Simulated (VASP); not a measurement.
Wanted: the native input for a VASP 6.6.1 run.

* Task: single point
* Functional: PBE
* Potentials or basis: VASP PAW PBE potentials, release 64 (Na_pv, La)
* Cutoff: 500 eV
* k mesh: 8 × 8 × 4
* Occupations: gaussian, width 0.1 eV
* Spin: no spin polarisation
* Dipole correction: no
* Further INCAR settings: ALGO = Normal; EDIFF = 1e-06; NBANDS = 16

The structure of NaLa lies in POSCAR:

```
NaLa
1.0
    3.6062507700      0.0000000000      0.0000000000
   -1.8031253800      3.1231047800      0.0000000000
    0.0000000000      0.0000000000      6.4837820000
Na La
1 1
Direct
    0.0000000000      0.0000000000      0.0000000000
    0.3333333333      0.6666666667      0.5000000000
```

The input as run:

INCAR

```
  ALGO = Normal
  EDIFF = 1E-6
  ENCUT = 500
  GGA = PE
  GGA_COMPAT = F
  ISIF = 2
  ISMEAR = 0
  LASPH = T
  LCHARG = F
  LMAXMIX = 6
  LREAL = F
  LWAVE = F
  NBANDS = 16
  NELM = 200
  PREC = Accurate
  SIGMA = 0.1
```

KPOINTS

```
k-points
0
Gamma
  8 8 4
```

Potentials or basis: VASP PAW PBE potentials, release 64 (Na_pv, La).

The run is started by

```bash
$ cat potpaw_PBE.64/Na_pv/POTCAR potpaw_PBE.64/La/POTCAR > POTCAR
$ mpirun -np 1 vasp_std > vasp.out
```

Results of the run:

* Pressure: -0.3 GPa
* Band gap on the k mesh: zero (band 9 reaches 4.44 eV, above the bottom of band 10 at 3.71 eV)

Caveat: spin-orbit coupling is left out, which moves the levels of the heavy elements.

It took 17 s on 1 thread of Intel(R) Xeon(R) 6975P-C (Granite Rapids), on a shared host, peak memory 0.21 GiB.
